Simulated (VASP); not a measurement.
TiC: electric field gradients with PBEsol

Crystal: TiC.

```
CELL_PARAMETERS angstrom
0.00000 2.14948 2.14948
2.14948 0.00000 2.14948
2.14948 2.14948 0.00000
ATOMIC_POSITIONS crystal
Ti 0.00000 0.00000 0.00000
C 0.50000 0.50000 0.50000
```

```yaml
Program: VASP 6.6.1
Task: electric field gradients
Functional: PBEsol
Potentials_or_basis: VASP PAW PBE potentials, release 64 (Ti_sv, C)
Cutoff: 520 eV
k_mesh: 16 × 16 × 16
Occupations: fermi-dirac, width 0.03 eV
Spin: no spin polarisation
Dipole_correction: no
Further_INCAR_settings: ALGO = Normal; EDIFF = 1e-08; NBANDS = 15
```

The pressure is -0.8 GPa and the band gap on the k mesh is zero (bands 8 and 9 overlap by 1.08 eV). The largest electric field gradient by atom is under 0.05 V/Å² on every atom.

Levels at points of the mesh, in eV from the Fermi level:
```tsv
k point	band 6	band 7	band 8	band 9	band 10	band 11
(0.00, 0.00, 0.00)	0.69	0.69	0.69	1.75	1.75	1.75
(0.50, 0.00, 0.00)	-5.96	-2.95	-2.95	3.02	3.02	4.25
(0.50, 0.50, 0.00)	-3.44	-1.73	0.01	0.01	2.83	3.65
```

Run time: 49 s on 1 thread of Intel Xeon 8259CL, with other jobs on the host, peak memory 0.17 GiB.

Caveat: the PAW data sets were made with another functional, which shifts forces and pressure a little.
